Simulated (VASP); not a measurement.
The system is NaCl.

```
Na Cl
1.0
     0.00000    2.73251    2.73251
     2.73251    0.00000    2.73251
     2.73251    2.73251    0.00000
Na Cl
1 1
Direct
  0.00000 0.00000 0.00000
  0.50000 0.50000 0.50000
```

* Program: VASP 6.6.1
* Task: relaxation of cell and atoms
* Functional: r2SCAN
* Potentials or basis: VASP PAW PBE potentials, release 64 (Na_pv, Cl)
* Cutoff: 600 eV
* k mesh: 8 × 8 × 8
* Occupations: gaussian, width 0.01 eV
* Spin: no spin polarisation

At the start: pressure 2.2 GPa; volume 20.40 Å³/atom.

**Question.** Where does the relaxation end?

**Answer.** Over 4 steps the energy falls by 9.2 meV/atom and the volume is 21.89 Å³/atom (+7.3 %); space group Fm-3m (No. 225, to 0.1 Å) before and after.

Step by step:
```csv
step,energy change (eV),largest force (eV/Å),pressure (GPa),volume (Å³)
1,0.0000,0.0000,2.18,40.80
2,-0.0152,0.0000,0.89,42.47
3,-0.0184,0.0000,0.02,43.72
4,-0.0184,0.0000,0.00,43.78
```

Final structure:
```yaml
crystal:
  lattice:
    - [0.00000, 2.79744, 2.79744]
    - [2.79744, 0.00000, 2.79744]
    - [2.79744, 2.79744, 0.00000]
  atoms:
    - { symbol: Na, position: [0.00000, 0.00000, 0.00000] }
    - { symbol: Cl, position: [0.50000, 0.50000, 0.50000] }
```

Caveat: the PAW data sets were made with another functional, which shifts forces and pressure a little.
